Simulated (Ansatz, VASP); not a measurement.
MoBr: VASP beside Ansatz

```xyz
2
Lattice="0.0000 2.8443 2.8443 2.8443 0.0000 2.8443 2.8443 2.8443 0.0000" Properties=species:S:1:pos:R:3 pbc="T T T"
Mo    0.0000    0.0000    0.0000
Br    2.8443    2.8443    2.8443
```

Alike in both runs: functional PBE; k mesh 18 × 18 × 18; occupations gaussian, width 0.1 eV; collinear spin.

Ansatz relaxed the structure, and its values are those at the end. VASP's run is a single point on that final structure, the one shown.

|  | VASP | Ansatz |
| --- | --- | --- |
| version | VASP 6.6.1 | Ansatz 0.2.0 |
| potentials or method | VASP PAW PBE potentials, release 64 (Mo_sv, Br), cutoff 520 eV | scalar-relativistic, plane waves, PAW |
| valence electrons in the cell | 21 | 21 |

VASP gave:

```
gap on the k mesh at the Fermi level (eV)                     : none
pressure (GPa)                                                : 0.1
net moment per atom (μB)                                      : 1.92
size of the moment on the site where the two differ most (μB) : 3.18
```

Estimate Ansatz's values.

gap on the k mesh at the Fermi level (eV): none; pressure (GPa): 0.0; net moment per atom (μB): 1.92; size of the moment on the site where the two differ most (μB): 2.97.

Site moments also hang on the region over which each program counts them. A gap of «none» marks a metal or a gap that the smearing closes.
